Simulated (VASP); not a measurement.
# SnTe3 (Fm-3m) in VASP: further runs

The runs below take SnTe3 through single point, with PBE+D3(BJ).

All numbers are computed with VASP 6.6.1; they aren't measurements. Logs are shortened: lines on timing, memory, paths and dates and some standing lists are left out, and cuts for length are marked.

**1. The cell of the first run**

The structure is cubic, space group Fm-3m (No. 225). The conventional cell has a = 7.434 Å, b = 7.434 Å, c = 7.434 Å, α = 90.00°, β = 90.00°, γ = 90.00°. Within 4.2 Å of Sn (site symmetry m-3m) lie 14 Te at 3.22 to 3.72 Å. Te (site symmetry -43m) has 4 Sn at 3.22 Å and 10 Te at 3.22 to 3.72 Å within 4.2 Å. Te (site symmetry m-3m) has 8 Te at 3.22 Å and 6 Sn at 3.72 Å within 4.2 Å.

**2. Single point, PBE+D3(BJ)**

Input file INCAR:

```
  ALGO = Normal
  EDIFF = 1E-6
  ENCUT = 500
  GGA = PE
  GGA_COMPAT = False
  ISIF = 2
  ISMEAR = -1
  IVDW = 12
  LASPH = True
  LCHARG = True
  LELF = True
  LREAL = False
  LVHAR = True
  LWAVE = False
  NBANDS = 24
  NELM = 120
  PREC = Accurate
  SIGMA = 0.05
```

Input file KPOINTS:

```
k-points
0
Gamma
  3 3 3
```

Input file POSCAR:

```
SnTe3
1.0
    0.0000000000      3.7171104417      3.7171104417
    3.7171104417      0.0000000000      3.7171104417
    3.7171104417      3.7171104417      0.0000000000
Sn Te
1 3
Direct
    0.0000000000      0.0000000000      0.0000000000
    0.2500000000      0.2500000000      0.2500000000
    0.7500000000      0.7500000000      0.7500000000
    0.5000000000      0.5000000000      0.5000000000
```

Potentials or basis: VASP PAW PBE potentials, release 64 (Sn_d, Te).

Started as:

```
$ cat potpaw_PBE.64/Sn_d/POTCAR potpaw_PBE.64/Te/POTCAR > POTCAR
$ mpirun -np 1 vasp_std > vasp.out
```

OUTCAR:

```text
EDIFF = 1E-6
   ENCUT = 500
   GGA = PE
   ISIF = 2
   ISMEAR = -1
   IVDW = 12
   LASPH = True
   LREAL = False
   NELM = 120
   PREC = Accurate
 IVDW          = 12

 ion  position               nearest neighbor table
   1  0.000  0.000  0.000-   3 3.22   3 3.22   3 3.22   2 3.22   3 3.22   2 3.22   2 3.22   2 3.22
                             4 3.72   4 3.72   4 3.72   4 3.72   4 3.72   4 3.72
   2  0.250  0.250  0.250-   1 3.22   1 3.22   1 3.22   1 3.22   4 3.22   4 3.22   4 3.22   4 3.22

   3  0.750  0.750  0.750-   4 3.22   4 3.22   4 3.22   1 3.22   4 3.22   1 3.22   1 3.22   1 3.22

   4  0.500  0.500  0.500-   2 3.22   2 3.22   2 3.22   2 3.22   3 3.22   3 3.22   3 3.22   3 3.22
                             1 3.72   1 3.72   1 3.72   1 3.72   1 3.72   1 3.72

  LATTYP: Found a face centered cubic cell.
 ALAT       =     7.4342208834

  Lattice vectors:

 A1 = (   0.0000000000,   3.7171104417,   3.7171104417)
 A2 = (   3.7171104417,   0.0000000000,   3.7171104417)
 A3 = (   3.7171104417,   3.7171104417,   0.0000000000)

Analysis of symmetry for initial positions (statically):
=====================================================================
 Subroutine PRICEL returns:
 Original cell was already a primitive cell.

 Routine SETGRP: Setting up the symmetry group for a
 face centered cubic supercell.

 Subroutine GETGRP returns: Found 48 space group operations
 (whereof 48 operations were pure point group operations)
 out of a pool of 48 trial point group operations.

The static configuration has the point symmetry O_h .

Analysis of symmetry for dynamics (positions and initial velocities):
=====================================================================
 Subroutine PRICEL returns:
 Original cell was already a primitive cell.

 Routine SETGRP: Setting up the symmetry group for a
 face centered cubic supercell.

 Subroutine GETGRP returns: Found 48 space group operations
 (whereof 48 operations were pure point group operations)
 out of a pool of 48 trial point group operations.

The dynamic configuration has the point symmetry O_h .

 Subroutine INISYM returns: Found 48 space group operations
 (whereof 48 operations are pure point group operations),
 and found     1 'primitive' translations

----------------------------------------------------------------------------------------

                                     Primitive cell

  volume of cell :     102.7180

  direct lattice vectors                    reciprocal lattice vectors
     0.000000000  3.717110442  3.717110442    -0.134513087  0.134513087  0.134513087
     3.717110442  0.000000000  3.717110442     0.134513087 -0.134513087  0.134513087
     3.717110442  3.717110442  0.000000000     0.134513087  0.134513087 -0.134513087

  length of vectors
     5.256787999  5.256787999  5.256787999     0.232983501  0.232983501  0.232983501

  position of ions in fractional coordinates (direct lattice)
     0.000000000  0.000000000  0.000000000
     0.250000000  0.250000000  0.250000000
     0.750000000  0.750000000  0.750000000
     0.500000000  0.500000000  0.500000000

  ion indices of the primitive-cell ions
   primitive index   ion index
                 1           1
                 2           2
                 3           3
                 4           4

----------------------------------------------------------------------------------------

 KPOINTS: k-points

Automatic generation of k-mesh.
 Grid dimensions read from file:
 generate k-points for:    3    3    3

 Generating k-lattice:

  Cartesian coordinates                     Fractional coordinates (reciprocal lattice)
    -0.044837696  0.044837696  0.044837696     0.333333333  0.000000000  0.000000000
     0.044837696 -0.044837696  0.044837696     0.000000000  0.333333333  0.000000000
     0.044837696  0.044837696 -0.044837696     0.000000000  0.000000000  0.333333333

  Length of vectors
     0.077661167  0.077661167  0.077661167

  Shift w.r.t. Gamma in fractional coordinates (k-lattice)
     0.000000000  0.000000000  0.000000000

 Subroutine IBZKPT returns following result:
 ===========================================

 Found      4 irreducible k-points:

 Following reciprocal coordinates:
            Coordinates               Weight
  0.000000  0.000000  0.000000      1.000000
  0.333333  0.000000  0.000000      8.000000
  0.333333  0.333333  0.000000      6.000000
 -0.333333  0.333333  0.000000     12.000000
   k-points           NKPTS =      4   k-points in BZ     NKDIM =      4   number of bands    NBANDS=     24
   number of dos      NEDOS =    301   number of ions     NIONS =      4
   total plane-waves  NPLWV =  64000
   dimension x,y,z NGX =    40 NGY =   40 NGZ =   40
   dimension x,y,z NGXF=    80 NGYF=   80 NGZF=   80
   ions per type =               1   3
   NGX,Y,Z   is equivalent  to a cutoff of  12.65, 12.65, 12.65 a.u.
   NGXF,Y,Z  is equivalent  to a cutoff of  25.30, 25.30, 25.30 a.u.
 SYSTEM =  unknown system
   PREC   = accura    normal or accurate (medium, high low for compatibility)
   ISTART =      0    job   : 0-new  1-cont  2-samecut
   ICHARG =      2    charge: 1-file 2-atom 10-const
   ISPIN  =      1    spin polarized calculation?
   LNONCOLLINEAR =      F non collinear calculations
   LSORBIT =      F    spin-orbit coupling
   LASPH  =      T    aspherical Exc in radial PAW
   ENCUT  =  500.0 eV  36.75 Ry    6.06 a.u.   9.58  9.58  9.58*2*pi/ulx,y,z
   NELM   =    120;   NELMIN=  2; NELMDL= -5     # of ELM steps
   EDIFF  = 0.1E-05   stopping-criterion for ELM
   LREAL  =      F    real-space projection
   EDIFFG = 0.1E-04   stopping-criterion for IOM
   NSW    =      0    number of steps for IOM
   IBRION =     -1    ionic relax: 0-MD 1-quasi-New 2-CG
   NFREE  =      0    steps in history (QN), initial steepest desc. (CG)
   ISIF   =      2    stress and relaxation
   ISYM   =      2    0-nonsym 1-usesym 2-fastsym
   POTIM  = 0.5000    time-step for ionic-motion
   TEBEG  =    0.0;   TEEND  =   0.0 temperature during run
   PSTRESS=    0.0 pullay stress
   NELECT =      32.0000    total number of electrons
   NUPDOWN=      -1.0000    fix difference up-down
   EMIN   =  10.00;   EMAX   =-10.00  energy-range for DOS
   EFERMI =   0.00;   METHOD = LEGACY
   ISMEAR =    -1;   SIGMA  =   0.05  broadening in eV -4-tet -1-fermi 0-gaus
   EFERMI_NEDOS =   21; number of points for ismear=-14 and -15
   IALGO  =     38    algorithm
   IMIX   =      4    mixing-type and parameters
     AMIX     =   0.40;   BMIX     =  1.00
     AMIX_MAG =   1.60;   BMIX_MAG =  1.00
  volume/ion in A,a.u.               =      25.68       173.29
  Fermi-wavevector in a.u.,A,eV,Ry     =   1.109795  2.097208 16.757541  1.231645
  Thomas-Fermi vector in A             =   2.246339
   LORBIT       =      0    0 simple, 1 ext, 2 COOP (PROOUT), +10 PAW based schemes
   GGA     = PE    functional components
   LHFCALC =     F    Hartree Fock is set to
   AEXX    =    0.0000 exact exchange contribution
   IVDW    =    12    specifies the selected vdW correction
   LEPSILON=     F    determine dielectric tensor
   LRPA    =     F    only Hartree local field effects (RPA)
 non-spin polarized calculation
  energy-cutoff  :      500.00
  volume of cell :      102.72
 maximum number of plane-waves:      2637
 NGX is ok and might be reduce to    40
   NGX = 19   NGY = 19   NGZ = 19

 number of electron      32.0000006 magnetization

 Free energy of the ion-electron system (eV)
  ---------------------------------------------------
  ext. energy  EPLUGINS =         0.00000000
  ---------------------------------------------------
  free energy    TOTEN  =       -12.53595847 eV

  energy without entropy =      -12.50076927  energy(sigma->0) =      -12.51836387

 E-fermi :   9.3191     XC(G=0): -10.5669

 val. band max:        8.5937434431   @ k =  -0.3333   0.3333   0.0000
 cond. band min:       9.3678925973   @ k =   0.3333   0.0000   0.0000
 fundamental gap:      0.7741491542
 Fermi energy:         9.3190987418

 k-point     1 :       0.0000    0.0000    0.0000
  band No.  band energies     occupation
      1     -12.4135      2.00000
      2     -12.4135      2.00000
      3     -12.4135      2.00000
      4     -12.4058      2.00000
      5     -12.4058      2.00000
      6      -5.0849      2.00000
      7      -1.0266      2.00000
      8      -0.1507      2.00000
      9       4.2577      2.00000
     10       5.4497      2.00000
     11       5.4497      2.00000
     12       5.4497      2.00000
     13       5.5134      2.00000
     14       5.5134      2.00000
     15       5.5134      2.00000
     16       7.0988      2.00000
     17       7.0988      2.00000
     18       7.0988      2.00000
     19      12.0149      0.00000
     20      12.0149      0.00000
     21      14.0727      0.00000
     22      14.0727      0.00000
     23      14.0727      0.00000
     24      19.8176      0.00000

 k-point     2 :       0.3333    0.0000    0.0000
  band No.  band energies     occupation
      1     -12.4151      2.00000
      2     -12.4124      2.00000
      3     -12.4124      2.00000
      4     -12.4059      2.00000
      5     -12.4059      2.00000
      6      -4.3057      2.00000
      7      -2.0240      2.00000
      8      -0.8455      2.00000
      9       2.5323      2.00000
     10       4.5410      2.00000
     11       4.5410      2.00000
     12       5.5483      2.00000
     13       5.5545      2.00000
     14       5.5545      2.00000
     15       8.5117      2.00000
     16       8.5117      2.00000
     17       9.3679      0.54742
     18       9.4704      0.09252
     19      11.8953      0.00000
     20      12.3218      0.00000
     21      12.3218      0.00000
     22      14.7334      0.00000
     23      14.7334      0.00000
     24      17.8558      0.00000

 k-point     3 :       0.3333    0.3333    0.0000
  band No.  band energies     occupation
      1     -12.4169      2.00000
      2     -12.4112      2.00000
      3     -12.4112      2.00000
      4     -12.4072      2.00000
      5     -12.4053      2.00000
      6      -4.0357      2.00000
      7      -1.6219      2.00000
      8      -1.5504      2.00000
      9       1.9264      2.00000
     10       3.1900      2.00000
     11       3.1900      2.00000
     12       6.7577      2.00000
     13       7.5721      2.00000
     14       7.5721      2.00000
     15       8.0357      2.00000
     16       9.3767      0.48008
     17      10.0796      0.00000
     18      10.0796      0.00000
     19      10.8148      0.00000
     20      11.8550      0.00000
     21      11.8550      0.00000
     22      13.0542      0.00000
     23      16.2563      0.00000
     24      17.0492      0.00000

 k-point     4 :      -0.3333    0.3333    0.0000
  band No.  band energies     occupation
      1     -12.4150      2.00000
      2     -12.4130      2.00000
      3     -12.4111      2.00000
      4     -12.4068      2.00000
      5     -12.4058      2.00000
      6      -3.2013      2.00000
      7      -2.5012      2.00000
      8      -1.9389      2.00000
      9       1.2058      2.00000
     10       3.4402      2.00000
     11       5.5318      2.00000
     12       5.7834      2.00000
     13       6.1929      2.00000
     14       7.4294      2.00000
     15       8.3132      2.00000
     16       8.5937      2.00000
     17      10.2542      0.00000
     18      10.4230      0.00000
     19      12.4579      0.00000
     20      12.7207      0.00000
     21      12.8932      0.00000
     22      15.8879      0.00000
     23      16.3668      0.00000
     24      16.4972      0.00000

------------------------ aborting loop because EDIFF is reached ----------------------------------------

 Edisp (eV)   -2.09956

 E8    (eV) :    -0.9663

  FORCE on cell =-STRESS in cart. coord.  units (eV):
  Direction    XX          YY          ZZ          XY          YZ          ZX
  --------------------------------------------------------------------------------------
  -------------------------------------------------------------------------------------
  Total       0.63544     0.63544     0.63544     0.00000     0.00000     0.00000
  in kB       9.91141     9.91141     9.91141     0.00000     0.00000     0.00000
  external pressure =        9.91 kB  Pullay stress =        0.00 kB

 VOLUME and BASIS-vectors are now :
 -----------------------------------------------------------------------------
  energy-cutoff  :      500.00
  volume of cell :      102.72
      direct lattice vectors                 reciprocal lattice vectors
     0.000000000  3.717110442  3.717110442    -0.134513087  0.134513087  0.134513087
     3.717110442  0.000000000  3.717110442     0.134513087 -0.134513087  0.134513087
     3.717110442  3.717110442  0.000000000     0.134513087  0.134513087 -0.134513087

 POSITION                                       TOTAL-FORCE (eV/Angst)
 -----------------------------------------------------------------------------------
      0.00000      0.00000      0.00000         0.000000      0.000000      0.000000
      1.85856      1.85856      1.85856        -0.000000     -0.000000     -0.000000
      5.57567      5.57567      5.57567        -0.000000      0.000000      0.000000
      3.71711      3.71711      3.71711         0.000000      0.000000      0.000000
 -----------------------------------------------------------------------------------
    total drift:                               -0.000000      0.000000      0.000000

  FREE ENERGIE OF THE ION-ELECTRON SYSTEM (eV)
  ---------------------------------------------------
  free  energy   TOTEN  =       -14.6355233505 eV

  energy  without entropy=      -14.6003341511  energy(sigma->0) =      -14.61792875
```

It took 11 s on 1 thread of Intel Xeon 6975P-C (Granite Rapids), shared host; peak memory 0.23 GiB.

Results:

- Free energy: -14.6355 eV
- Pressure: 1.0 GPa
- Dispersion energy per atom: -0.525 eV

Caveat: the k points lie up to 0.49 Å⁻¹ apart; this odd mesh misses L, where the gap lies, so gap, dielectric constants and Born charges aren't listed; spin-orbit coupling is left out, which moves the levels of the heavy elements; pairwise dispersion overbinds metals, which lowers pressure and volume.

(Part 1 of 3 ends here.)
